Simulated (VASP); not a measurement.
Write the native input for VASP 6.6.1 that does the following.

- Task: single point
- Functional: r2SCAN
- Potentials or basis: VASP PAW PBE potentials, release 64 (Zn, S)
- Cutoff: 520 eV
- k mesh: 6 × 6 × 4
- Occupations: gaussian, width 0.05 eV
- Spin: no spin polarisation
- Dipole correction: no
- Further INCAR settings: ALGO = Normal; EDIFF = 1e-07; NBANDS = 26

Crystal: ZnS.

```xyz
4
Lattice="3.5022 0.0000 0.0000 -1.7511 3.0330 0.0000 0.0000 0.0000 5.7461" Properties=species:S:1:pos:R:3 pbc="T T T"
Zn    0.0000    2.0220    0.0310
Zn    1.7511    1.0110    2.9040
S     0.0000    2.0220    2.1813
S     1.7511    1.0110    5.0543
```

This cell differs from its parent crystal: strain -0.080 along x and y, -0.080 along z.

The input as run:

POSCAR

```
ZnS
1.0
    3.5021840075      0.0000000000      0.0000000000
   -1.7510920037      3.0329803192      0.0000000000
    0.0000000000      0.0000000000      5.7460763399
Zn S
2 2
Direct
    0.3333333333      0.6666666667      0.0053880710
    0.6666666667      0.3333333333      0.5053880710
    0.3333333333      0.6666666667      0.3796119290
    0.6666666667      0.3333333333      0.8796119290
```

INCAR.step1

```
SYSTEM = ZnS
  ALGO = Normal
  EDIFF = 1E-4
  ENCUT = 520
  GGA = PE
  ISMEAR = 0
  LASPH = .TRUE.
  LCHARG = .FALSE.
  LREAL = .FALSE.
  LWAVE = .TRUE.
  NBANDS = 26
  NELM = 80
  PREC = Accurate
  SIGMA = 0.05
```

INCAR.step2

```
SYSTEM = ZnS
  ALGO = Normal
  EDIFF = 1E-7
  ENCUT = 520
  ISIF = 2
  ISMEAR = 0
  ISTART = 1
  LASPH = .TRUE.
  LCHARG = .FALSE.
  LMIXTAU = .TRUE.
  LREAL = .FALSE.
  LWAVE = .FALSE.
  METAGGA = R2SCAN
  NBANDS = 26
  NELM = 80
  PREC = Accurate
  SIGMA = 0.05
```

KPOINTS

```
k-points
0
G
  6 6 4
  0 0 0
```

Potentials or basis: VASP PAW PBE potentials, release 64 (Zn, S).

Command:

```bash
$ cat potpaw_PBE.64/Zn/POTCAR potpaw_PBE.64/S/POTCAR > POTCAR
$ cp INCAR.step1 INCAR
$ mpirun -np 1 vasp_std > vasp.out
$ cp INCAR.step2 INCAR
$ mpirun -np 1 vasp_std > vasp.out
```

Results of the run:

| Property | Result |
| --- | --- |
| Pressure | 34.0 GPa |
| Largest force | 0.092 eV/Å |
| Band gap on the k mesh | 3.58 eV (least direct gap 4.00 eV) |

Caveat: the cell differs from its parent crystal (strain -0.080 along x and y, -0.080 along z); the cell stands under pressure; the PAW data sets were made with another functional, which shifts forces and pressure a little.

It took 3.8 min on 1 thread of Intel Xeon 8259CL, with other jobs on the host, peak memory 0.21 GiB.
